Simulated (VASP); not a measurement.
A run of VASP 6.6.1:

INCAR

```
SYSTEM = AlAu
  PREC = Accurate
  ENCUT = 520
  EDIFF = 1E-6
  ISMEAR = 0
  SIGMA = 0.05
  LREAL = .FALSE.
  LASPH = .TRUE.
  NELM = 60
  ALGO = Normal
  ISIF = 2
  LWAVE = .FALSE.
  LCHARG = .FALSE.
  NBANDS = 14
```

Contents of KPOINTS:

```
regular mesh
0
G
  6 6 6
  0 0 0
```

Contents of POSCAR:

```
AlAu
1.0
    3.0392054465      0.0000000000      0.0000000000
    0.0000000000      3.0392054465      0.0000000000
    0.0000000000      0.0000000000      3.0392054465
Al Au
1 1
Direct
    0.0000000000      0.0000000000      0.0000000000
    0.5000000000      0.5000000000      0.5000000000
```

Potentials or basis: VASP PAW LDA potentials, release 64 (Al, Au).

Launch:

```sh
$ cat potpaw_LDA.64/Al/POTCAR potpaw_LDA.64/Au/POTCAR > POTCAR
$ mpirun -np 1 vasp_std > vasp.out
```

Hardware: 1 thread of Intel Xeon 6975P-C (shared host).

Problem. How long does it take, and how much memory?

Solution. Run time: 3.4 s on 1 thread of Intel Xeon 6975P-C, with other jobs on the host, peak memory 0.13 GiB. Counts: scf iterations 11, k points 20.
